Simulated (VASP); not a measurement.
Wanted: the native input for a VASP 6.6.1 run.

```yaml
Task: single point
Functional: HSE06
Potentials_or_basis: VASP PAW PBE potentials, release 64 (Hf_pv)
Cutoff: 520 eV
k_mesh: 5 × 5 × 5
Occupations: fermi-dirac, width 0.05 eV
Spin: no spin polarisation
Dipole_correction: no
Grid_for_exact_exchange_PRECFOCK: Normal
Further_INCAR_settings: ALGO = Normal; EDIFF = 1e-06; NBANDS = 11
Share_of_exact_exchange: 0.25
Screening_parameter: 0.2079 1/Å
```

The system is Hf.

```
Hf
1.0
     0.00000    2.22000    2.22000
     2.22000    0.00000    2.22000
     2.22000    2.22000    0.00000
Hf
1
Cartesian
  0.0000 0.0000 0.0000
```

This isn't the form of Hf at room conditions, which is hcp.

These files were run (other wordings do the same):

POSCAR

```
Hf
1.0
    0.0000000000      2.2200000000      2.2200000000
    2.2200000000      0.0000000000      2.2200000000
    2.2200000000      2.2200000000      0.0000000000
Hf
1
Direct
    0.0000000000      0.0000000000      0.0000000000
```

INCAR.step1

```
SYSTEM = Hf
  PREC = Accurate
  ENCUT = 520
  EDIFF = 1E-5
  ISMEAR = -1
  SIGMA = 0.05
  LREAL = .FALSE.
  LASPH = .TRUE.
  NELM = 60
  ALGO = Normal
  ISIF = 2
  LWAVE = .TRUE.
  LCHARG = .FALSE.
  NBANDS = 11
  GGA = PE
```

INCAR.step2

```
SYSTEM = Hf
  PREC = Accurate
  ENCUT = 520
  EDIFF = 1E-6
  ISMEAR = -1
  SIGMA = 0.05
  LREAL = .FALSE.
  LASPH = .TRUE.
  NELM = 60
  ALGO = Normal
  ISIF = 2
  LWAVE = .FALSE.
  LCHARG = .FALSE.
  GGA = PE
  LHFCALC = .TRUE.
  HFSCREEN = 0.2079
  PRECFOCK = Normal
  NBANDS = 11
  ISTART = 1
```

KPOINTS

```
regular mesh
0
G
  5 5 5
  0 0 0
```

Potentials or basis: VASP PAW PBE potentials, release 64 (Hf_pv).

Command:

```console
$ cat potpaw_PBE.64/Hf_pv/POTCAR > POTCAR
$ cp INCAR.step1 INCAR
$ mpirun -np 1 vasp_std > vasp.out
$ cp INCAR.step2 INCAR
$ mpirun -np 1 vasp_std > vasp.out
```

Results of the run:

```
Pressure               : 2.2 GPa
Band gap on the k mesh : zero (bands 5 and 6 overlap by 2.39 eV)
```

Caveat: the k points lie up to 0.49 Å⁻¹ apart, too coarse for converged energies and pressures of a metal; the PAW data sets were made with another functional, which shifts forces and pressure a little; spin-orbit coupling is left out, which moves the levels of the heavy elements.

It took 110 s on 1 thread of Intel(R) Xeon(R) 6975P-C (Granite Rapids), with other jobs on the host, peak memory 0.24 GiB.
